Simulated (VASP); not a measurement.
# SnO (P4/nmm) in VASP: further runs

Runs on SnO. Level: PBEsol. Tasks: single point.

Everything below comes from runs of VASP 6.6.1. Logs are shortened: lines on timing, memory, paths and dates and some standing lists are left out, and cuts for length are marked.

## (1) The cell of the first run

It takes space group P4/nmm (No. 129, tetragonal). Conventional cell: a = 4.065 Å, b = 4.065 Å, c = 4.495 Å, α = 90.00°, β = 90.00°, γ = 90.00°. Sn (site symmetry 4mm) has 4 O at 2.31 Å within 3.0 Å. Within 3.0 Å of O (site symmetry -4m2) lie 4 Sn at 2.31 Å and 4 O at 2.87 Å.

## (2) Single point, PBEsol (18.56 Å³/atom)

Input file INCAR:

```
SYSTEM = SnO
PREC = Accurate ; ENCUT = 520
EDIFF = 1E-7 ; ISMEAR = 0
SIGMA = 0.15 ; LREAL = .FALSE.
LASPH = .TRUE. ; NELM = 80
ALGO = Normal ; ISIF = 2
LWAVE = .FALSE. ; LCHARG = .FALSE.
GGA = PS ; NBANDS = 28
```

Input file KPOINTS:

```
regular mesh
0
G
  12 12 10
  0 0 0
```

Input file POSCAR:

```
SnO
1.0
    4.0646047638      0.0000000000      0.0000000000
    0.0000000000      4.0646047638      0.0000000000
    0.0000000000      0.0000000000      4.4946399478
Sn O
2 2
Direct
    0.0000000000      0.5000000000      0.2425296443
    0.5000000000      0.0000000000      0.7574703557
    0.0000000000      0.0000000000      0.0000000000
    0.5000000000      0.5000000000      0.0000000000
```

Potentials or basis: VASP PAW PBE potentials, release 64 (Sn_d, O).

Run with:

```console
$ cat potpaw_PBE.64/Sn_d/POTCAR potpaw_PBE.64/O/POTCAR > POTCAR
$ mpirun -np 1 vasp_std > vasp.out
```

OUTCAR:

```text
SYSTEM = SnO
   PREC = Accurate
   ENCUT = 520
   EDIFF = 1E-7
   ISMEAR = 0
   LREAL = .FALSE.
   LASPH = .TRUE.
   NELM = 80
   ISIF = 2
   GGA = PS

 ion  position               nearest neighbor table
   1  0.000  0.500  0.243-   3 2.31   4 2.31   3 2.31   4 2.31   2 3.61   2 3.61   2 3.61   2 3.61
                             2 3.69   2 3.69   2 3.69   2 3.69
   2  0.500  0.000  0.757-   3 2.31   4 2.31   4 2.31   3 2.31   1 3.61   1 3.61   1 3.61   1 3.61
                             1 3.69   1 3.69   1 3.69   1 3.69
   3  0.000  0.000  0.000-   1 2.31   2 2.31   1 2.31   2 2.31
   4  0.500  0.500  0.000-   1 2.31   2 2.31   2 2.31   1 2.31

  LATTYP: Found a simple tetragonal cell.
 ALAT       =     4.0646047638
 C/A-ratio  =     1.1058000000

  Lattice vectors:

 A1 = (   4.0646047638,   0.0000000000,   0.0000000000)
 A2 = (   0.0000000000,   4.0646047638,   0.0000000000)
 A3 = (   0.0000000000,   0.0000000000,   4.4946399478)

Analysis of symmetry for initial positions (statically):
=====================================================================
 Subroutine PRICEL returns:
 Original cell was already a primitive cell.

 Routine SETGRP: Setting up the symmetry group for a
 simple tetragonal supercell.

 Subroutine GETGRP returns: Found 16 space group operations
 (whereof  8 operations were pure point group operations)
 out of a pool of 16 trial point group operations.

The static configuration has the point symmetry D_2d.
 The point group associated with its full space group is D_4h.

Analysis of symmetry for dynamics (positions and initial velocities):
=====================================================================
 Subroutine PRICEL returns:
 Original cell was already a primitive cell.

 Routine SETGRP: Setting up the symmetry group for a
 simple tetragonal supercell.

 Subroutine GETGRP returns: Found 16 space group operations
 (whereof  8 operations were pure point group operations)
 out of a pool of 16 trial point group operations.

The dynamic configuration has the point symmetry D_2d.
 The point group associated with its full space group is D_4h.

 Subroutine INISYM returns: Found 16 space group operations
 (whereof  8 operations are pure point group operations),
 and found     1 'primitive' translations

----------------------------------------------------------------------------------------

                                     Primitive cell

  volume of cell :      74.2560

  direct lattice vectors                    reciprocal lattice vectors
     4.064604764  0.000000000  0.000000000     0.246026381  0.000000000  0.000000000
     0.000000000  4.064604764  0.000000000     0.000000000  0.246026381  0.000000000
     0.000000000  0.000000000  4.494639948     0.000000000  0.000000000  0.222487232

  length of vectors
     4.064604764  4.064604764  4.494639948     0.246026381  0.246026381  0.222487232

  position of ions in fractional coordinates (direct lattice)
     0.000000000  0.500000000  0.242529644
     0.500000000  0.000000000  0.757470356
     0.000000000  0.000000000  0.000000000
     0.500000000  0.500000000  0.000000000

  ion indices of the primitive-cell ions
   primitive index   ion index
                 1           1
                 2           2
                 3           3
                 4           4

----------------------------------------------------------------------------------------

 KPOINTS: regular mesh

Automatic generation of k-mesh.
 Grid dimensions read from file:
 generate k-points for:   12   12   10

 Generating k-lattice:

  Cartesian coordinates                     Fractional coordinates (reciprocal lattice)
     0.020502198  0.000000000  0.000000000     0.083333333  0.000000000  0.000000000
     0.000000000  0.020502198  0.000000000     0.000000000  0.083333333  0.000000000
     0.000000000  0.000000000  0.022248723     0.000000000  0.000000000  0.100000000

  Length of vectors
     0.020502198  0.020502198  0.022248723

  Shift w.r.t. Gamma in fractional coordinates (k-lattice)
     0.000000000  0.000000000  0.000000000

 Subroutine IBZKPT returns following result:
 ===========================================

 Found    168 irreducible k-points:

 Following reciprocal coordinates:
            Coordinates               Weight
  0.000000  0.000000  0.000000      1.000000
  0.083333  0.000000  0.000000      4.000000
  0.166667  0.000000  0.000000      4.000000
  0.250000  0.000000  0.000000      4.000000
  0.333333  0.000000  0.000000      4.000000
  0.416667  0.000000  0.000000      4.000000
[... 16 lines left out ...]
  0.333333  0.333333  0.000000      4.000000
  0.416667  0.333333  0.000000      8.000000
 [... further k-points ...]
   k-points           NKPTS =    168   k-points in BZ     NKDIM =    168   number of bands    NBANDS=     28
   number of dos      NEDOS =    301   number of ions     NIONS =      4
   total plane-waves  NPLWV =  32400
[... 30 lines left out ...]
   ISMEAR =     0;   SIGMA  =   0.15  broadening in eV -4-tet -1-fermi 0-gaus
   EFERMI_NEDOS =   21; number of points for ismear=-14 and -15
   IALGO  =     38    algorithm
   IMIX   =      4    mixing-type and parameters
     AMIX     =   0.40;   BMIX     =  1.00
     AMIX_MAG =   1.60;   BMIX_MAG =  1.00
  volume/ion in A,a.u.               =      18.56       125.28
  Fermi-wavevector in a.u.,A,eV,Ry     =   1.332041  2.517193 24.141275  1.774334
  Thomas-Fermi vector in A             =   2.461006
   LORBIT       =      0    0 simple, 1 ext, 2 COOP (PROOUT), +10 PAW based schemes
   GGA     = PS    functional components
   LHFCALC =     F    Hartree Fock is set to
   AEXX    =    0.0000 exact exchange contribution
   IVDW    =     0    specifies the selected vdW correction
   LEPSILON=     F    determine dielectric tensor
   LRPA    =     F    only Hartree local field effects (RPA)
 non-spin polarized calculation
 Gauss-broadening in eV      SIGMA  =   0.15
  energy-cutoff  :      520.00
  volume of cell :       74.26
 maximum number of plane-waves:      2023
   NGX = 15   NGY = 15   NGZ = 17

 number of electron      40.0000000 magnetization

 Free energy of the ion-electron system (eV)
  ---------------------------------------------------
  ext. energy  EPLUGINS =         0.00000000
  ---------------------------------------------------
  free energy    TOTEN  =       -23.91593208 eV

  energy without entropy =      -23.91592542  energy(sigma->0) =      -23.91592875

 E-fermi :   5.9750     XC(G=0): -10.2452

 val. band max:        5.6203697042   @ k =   0.1667   0.1667   0.0000
 cond. band min:       6.2637350488   @ k =   0.5000   0.5000   0.0000
 fundamental gap:      0.6433653446
 Fermi energy:         5.9749953874

 k-point     1 :       0.0000    0.0000    0.0000
  band No.  band energies     occupation
      1     -15.4562      2.00000
      2     -15.1855      2.00000
      3     -15.1855      2.00000
      4     -15.1600      2.00000
      5     -15.1465      2.00000
      6     -15.1305      2.00000
[... 20 lines left out ...]
     27      12.9674      0.00000
     28      13.1919      0.00000

 k-point     2 :       0.0833    0.0000    0.0000
  band No.  band energies     occupation
      1     -15.4519      2.00000
      2     -15.1840      2.00000
      3     -15.1835      2.00000
      4     -15.1583      2.00000
      5     -15.1462      2.00000
      6     -15.1325      2.00000
[... 20 lines left out ...]
     27      13.0024      0.00000
     28      13.5812      0.00000

 k-point     3 :       0.1667    0.0000    0.0000
  band No.  band energies     occupation
      1     -15.4396      2.00000
      2     -15.1794      2.00000
      3     -15.1776      2.00000
      4     -15.1563      2.00000
      5     -15.1533      2.00000
      6     -15.1453      2.00000
[... 20 lines left out ...]
     27      13.0546      0.00000
     28      14.5097      0.00000

 k-point     4 :       0.2500    0.0000    0.0000
  band No.  band energies     occupation
      1     -15.4203      2.00000
      2     -15.1952      2.00000
      3     -15.1724      2.00000
      4     -15.1684      2.00000
      5     -15.1451      2.00000
      6     -15.1438      2.00000
[... 578 lines left out ...]
     27      13.8813      0.00000
     28      13.8813      0.00000

 k-point    23 :       0.3333    0.3333    0.0000
  band No.  band energies     occupation
      1     -15.3862      2.00000
      2     -15.3208      2.00000
      3     -15.1507      2.00000
      4     -15.1424      2.00000
      5     -15.1399      2.00000
      6     -15.1205      2.00000
[... 20 lines left out ...]
     27      13.4196      0.00000
     28      14.2193      0.00000

 k-point    24 :       0.4167    0.3333    0.0000
  band No.  band energies     occupation
      1     -15.3785      2.00000
      2     -15.3458      2.00000
      3     -15.1435      2.00000
      4     -15.1418      2.00000
      5     -15.1381      2.00000
      6     -15.1216      2.00000
[... 20 lines left out ...]
     27      13.6104      0.00000
     28      14.0407      0.00000

 [... further k-points ...]
[... 5 lines left out ...]
  --------------------------------------------------------------------------------------
  -------------------------------------------------------------------------------------
  Total       -4.7632143     -4.7632143     -0.8270149      0.0000000      0.0000000      0.0000000
  in kB     -102.7730286   -102.7730286    -17.8440067      0.0000000      0.0000000      0.0000000
  external PRESSURE =     -74.4633546 kB  Pullay stress =       0.0000000 kB

 VOLUME and BASIS-vectors are now :
 -----------------------------------------------------------------------------
  energy-cutoff  :      520.00
  volume of cell :       74.26
      direct lattice vectors                 reciprocal lattice vectors
     4.064604764  0.000000000  0.000000000     0.246026381  0.000000000  0.000000000
     0.000000000  4.064604764  0.000000000     0.000000000  0.246026381  0.000000000
     0.000000000  0.000000000  4.494639948     0.000000000  0.000000000  0.222487232

 POSITION                                       TOTAL-FORCE (eV/Angst)
 -----------------------------------------------------------------------------------
      0.00000      2.03230      1.09008        -0.000000      0.000000     -0.422244
      2.03230      0.00000      3.40456         0.000000      0.000000      0.422244
      0.00000      0.00000      0.00000        -0.000000     -0.000000     -0.000000
      2.03230      2.03230      0.00000        -0.000000      0.000000     -0.000000
 -----------------------------------------------------------------------------------
    total drift:                                0.000000      0.000000     -0.000000

  FREE ENERGIE OF THE ION-ELECTRON SYSTEM (eV)
  ---------------------------------------------------
  free  energy   TOTEN  =       -23.9159320828 eV

  energy  without entropy=      -23.9159254240  energy(sigma->0) =      -23.91592875
```

Wall time 2.6 min (1 thread of Oxide Virtual Turin-like, shared host); peak memory 0.34 GiB.

What came out:

- Free energy: -23.9159 eV
- Pressure: -7.4 GPa
- Largest force: 0.422 eV/Å
- Band gap on the k mesh: 0.64 eV (least direct gap 1.64 eV)

Forces on the atoms (eV/Å):
```
Sn   0.000  0.000 -0.422
Sn   0.000  0.000  0.422
O    0.000  0.000  0.000
O    0.000  0.000  0.000
```

Stress tensor (GPa, compression positive):
```
-10.28   0.00   0.00
  0.00 -10.28   0.00
  0.00   0.00  -1.78
```

Levels at points of the mesh, in eV from the valence-band top:
| k point | band 16 | band 17 | band 18 | band 19 | band 20 | band 21 | band 22 | band 23 | band 24 | band 25 |
| --- | --- | --- | --- | --- | --- | --- | --- | --- | --- | --- |
| (0.00, 0.00, 0.00) | -5.20 | -2.49 | -2.49 | -2.36 | -0.22 | 2.24 | 4.78 | 4.78 | 5.31 | 6.51 |
| (0.50, 0.00, 0.00) | -3.94 | -3.57 | -3.57 | -1.62 | -1.62 | 3.70 | 3.70 | 5.85 | 5.85 | 6.16 |
| (0.50, 0.50, 0.00) | -3.62 | -1.84 | -1.84 | -0.99 | -0.99 | 0.64 | 0.64 | 5.44 | 5.44 | 7.84 |
| (0.00, 0.00, 0.50) | -2.73 | -2.52 | -2.50 | -2.50 | -0.68 | 1.35 | 3.07 | 3.07 | 3.14 | 8.30 |
| (0.50, 0.00, 0.50) | -4.41 | -3.85 | -3.85 | -0.79 | -0.79 | 3.10 | 3.10 | 5.25 | 5.25 | 6.71 |
| (0.50, 0.50, 0.50) | -4.32 | -2.16 | -2.16 | -1.84 | -1.84 | 3.25 | 3.25 | 4.75 | 4.75 | 5.39 |

Caveat: the stress differs along the axes, from -10 to -2 GPa; semilocal functionals underestimate gaps, and a narrow one can read as zero; the PAW data sets were made with another functional, which shifts forces and pressure a little; spin-orbit coupling is left out, which moves the levels of the heavy elements. A k mesh can miss the band edges.

## (3) Single point, PBEsol (19.25 Å³/atom)

This run uses another cell than the first one, of 19.25 Å³/atom.

Input file INCAR:

```
PREC     = Accurate       # precision mode
ENCUT    = 520            # plane-wave cutoff, eV
EDIFF    = 1E-7           # SCF threshold, eV
ISMEAR   = 0              # smearing method
SIGMA    = 0.15           # smearing width, eV
LREAL    = False          # projectors in reciprocal space
LASPH    = True           # aspherical terms in the spheres
NELM     = 80             # most SCF steps
ALGO     = Normal         # electronic algorithm
ISIF     = 2              # what is computed and relaxed
LWAVE    = False          # write WAVECAR
LCHARG   = False          # write CHGCAR
GGA      = PS             # functional
NBANDS   = 28             # bands
```

Input file KPOINTS:

```
regular mesh
0
Gamma
  12 12 10
```

Input file POSCAR:

```
SnO
1.0
    4.1982673997      0.0000000000      0.0000000000
    0.0000000000      4.1982673997      0.0000000000
    0.0000000000      0.0000000000      4.3691368829
Sn O
2 2
Direct
    0.0000000000      0.5000000000      0.2425296443
    0.5000000000      0.0000000000      0.7574703557
    0.0000000000      0.0000000000      0.0000000000
    0.5000000000      0.5000000000      0.0000000000
```

Potentials or basis: VASP PAW PBE potentials, release 64 (Sn_d, O).

Run with:

```console
$ cat potpaw_PBE.64/Sn_d/POTCAR potpaw_PBE.64/O/POTCAR > POTCAR
$ mpirun -np 1 vasp_std > vasp.out
```

Wall time 2.6 min (1 thread of Oxide Virtual Turin-like, shared host); peak memory 0.35 GiB.

Results (log left out):

| Quantity | Value |
| --- | --- |
| Free energy | -23.5805 eV |
| Pressure | -10.1 GPa |
| Largest force | 0.646 eV/Å |
| Band gap on the k mesh | 0.90 eV (least direct gap 1.39 eV) |

Forces in eV/Å, atoms in the order of the input:
```
Sn   0.000  0.000 -0.646
Sn   0.000  0.000  0.646
O    0.000  0.000  0.000
O    0.000  0.000  0.000
```

Stress tensor (GPa, compression positive):
```
-13.68   0.00   0.00
  0.00 -13.68   0.00
  0.00   0.00  -2.84
```

Levels at points of the mesh, in eV from the valence-band top:
```csv
k point,band 17,band 18,band 19,band 20,band 21,band 22,band 23,band 24
"(0.00, 0.00, 0.00)",-2.17,-2.17,-1.85,-0.37,2.39,4.85,4.85,5.54
"(0.50, 0.00, 0.00)",-2.91,-2.91,-1.14,-1.14,3.77,3.77,5.81,5.81
"(0.50, 0.50, 0.00)",-1.53,-1.53,-0.60,-0.60,0.90,0.90,5.79,5.79
"(0.00, 0.00, 0.50)",-2.17,-2.17,-2.08,-0.14,1.27,2.88,3.18,3.18
"(0.50, 0.00, 0.50)",-3.39,-3.39,-0.45,-0.45,3.12,3.12,5.21,5.21
"(0.50, 0.50, 0.50)",-1.92,-1.92,-1.52,-1.52,3.64,3.64,4.84,4.84
```

Caveat: the stress differs along the axes, from -14 to -3 GPa; the PAW data sets were made with another functional, which shifts forces and pressure a little; spin-orbit coupling is left out, which moves the levels of the heavy elements.

## (4) Single point, PBEsol (19.25 Å³/atom)

This run uses another cell than the first one, of 19.25 Å³/atom.

Input file INCAR:

```
  ALGO = Normal
  EDIFF = 1E-6
  ENCUT = 520
  GGA = PS
  ISIF = 2
  ISMEAR = 0
  LASPH = T
  LCHARG = F
  LREAL = F
  LWAVE = F
  NBANDS = 28
  NELM = 80
  PREC = Accurate
  SIGMA = 0.15
```

Input file KPOINTS:

```
k-points
0
Gamma
  12 12 10
```

Input file POSCAR:

```
SnO
1.0
    4.0318032065      0.0000000000      0.0000000000
    0.0000000000      4.0318032065      0.0000000000
    0.0000000000      0.0000000000      4.7373687676
Sn O
2 2
Direct
    0.0000000000      0.5000000000      0.2425296443
    0.5000000000      0.0000000000      0.7574703557
    0.0000000000      0.0000000000      0.0000000000
    0.5000000000      0.5000000000      0.0000000000
```

Run with:

```console
$ cat potpaw_PBE.64/Sn_d/POTCAR potpaw_PBE.64/O/POTCAR > POTCAR
$ mpirun -np 1 vasp_std > vasp.out
```

It took 3.3 min on 1 thread of Oxide Virtual Turin-like, shared host; peak memory 0.35 GiB.

It converged, with:

| Quantity | Value |
| --- | --- |
| Free energy | -23.9138 eV |
| Pressure | -9.0 GPa |
| Largest force | 0.955 eV/Å |
| Band gap on the k mesh | 0.54 eV (least direct gap 1.82 eV) |

Forces on the atoms (eV/Å):
```
Sn   0.000  0.000 -0.955
Sn   0.000  0.000  0.955
O    0.000  0.000  0.000
O    0.000  0.000  0.000
```

Stress tensor (GPa, compression positive):
```
-10.89   0.00   0.00
  0.00 -10.89   0.00
  0.00   0.00  -5.19
```

Levels at points of the mesh, in eV from the valence-band top:
```
           k point  band 16  band 17  band 18  band 19  band 20  band 21  band 22  band 23  band 24  band 25
(0.00, 0.00, 0.00)    -5.04    -2.41    -2.34    -2.34    -0.06     2.08     4.66     4.66     4.92     6.04
(0.50, 0.00, 0.00)    -3.78    -3.68    -3.68    -1.82    -1.82     3.42     3.42     5.71     5.71     5.94
(0.50, 0.50, 0.00)    -3.74    -1.72    -1.72    -1.29    -1.29     0.54     0.54     4.98     4.98     7.53
(0.00, 0.00, 0.50)    -3.01    -2.52    -2.35    -2.35    -1.04     1.58     3.07     3.07     3.36     7.92
(0.50, 0.00, 0.50)    -4.32    -3.73    -3.73    -0.99    -0.99     2.91     2.91     5.22     5.22     6.54
(0.50, 0.50, 0.50)    -4.31    -2.21    -2.21    -1.72    -1.72     2.93     2.93     4.37     4.37     5.41
```

Caveat: the stress differs along the axes, from -11 to -5 GPa; semilocal functionals underestimate gaps, and a narrow one can read as zero; the PAW data sets were made with another functional, which shifts forces and pressure a little; spin-orbit coupling is left out, which moves the levels of the heavy elements. A k mesh can miss the band edges.

## (5) Overview

```tsv
cell	gap on the mesh (eV)	pressure (GPa)	largest force (eV/Å)
a = 4.065, b = 4.065, c = 4.495 Å, 4 atoms	0.64	-7.4	0.42
a = 4.198, b = 4.198, c = 4.369 Å, 4 atoms	0.90	-10.1	0.65
a = 4.032, b = 4.032, c = 4.737 Å, 4 atoms	0.54	-9.0	0.95
```

Alike in all rows: task single point; level PBEsol; potentials or basis VASP PAW PBE potentials, release 64 (Sn_d, O); no spin polarisation; k mesh 12 × 12 × 10; cutoff (eV) 520; smearing gaussian 0.15 eV.

Caveats: the PAW data sets were made with another functional, which shifts forces and pressure a little; spin-orbit coupling is left out, which moves the levels of the heavy elements; semilocal functionals underestimate gaps, and a narrow one can read as zero (at least some runs); the stress differs along the axes, from -10 to -2 GPa (at least some runs); the stress differs along the axes, from -14 to -3 GPa (at least some runs); the stress differs along the axes, from -11 to -5 GPa (at least some runs).

Absolute energies hang on the potentials; compare differences alone.
